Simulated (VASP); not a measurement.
## ScAl: single point with PBEsol

Crystal: ScAl.

```xyz
2
Lattice="3.3326 0.0000 0.0000 0.0000 3.3326 0.0000 0.0000 0.0000 3.3326" Properties=species:S:1:pos:R:3 pbc="T T T"
Sc    1.6663    1.6663    1.6663
Al    0.0000    0.0000    0.0000
```

| Property | Result |
| --- | --- |
| Program | VASP 6.6.1 |
| Task | single point |
| Functional | PBEsol |
| Potentials or basis | VASP PAW PBE potentials, release 64 (Sc_sv, Al) |
| Cutoff | 520 eV |
| k mesh | 14 × 14 × 14 |
| Occupations | fermi-dirac, width 0.1 eV |
| Spin | no spin polarisation |

```json
{
  "Pressure": "1.1 GPa",
  "Band gap on the k mesh": "zero (band 7 reaches 6.54 eV, above the bottom of band 8 at 5.37 eV)"
}
```

Levels at points of the mesh, in eV from the Fermi level:
```tsv
k point	band 5	band 6	band 7	band 8	band 9	band 10
(0.00, 0.00, 0.00)	-8.59	-0.73	-0.73	2.82	2.82	2.82
(0.50, 0.00, 0.00)	-5.70	-4.64	0.26	0.81	0.81	3.06
(0.50, 0.50, 0.00)	-4.77	-1.85	-1.85	-0.86	1.57	1.57
(0.50, 0.50, 0.50)	-2.63	-2.63	-2.63	-0.28	3.00	3.00
```

Wall time 32 s on 1 thread of Intel(R) Xeon(R) Platinum 8488C (Sapphire Rapids) (shared host), peak memory 0.19 GiB.

Caveat: the PAW data sets were made with another functional, which shifts forces and pressure a little.
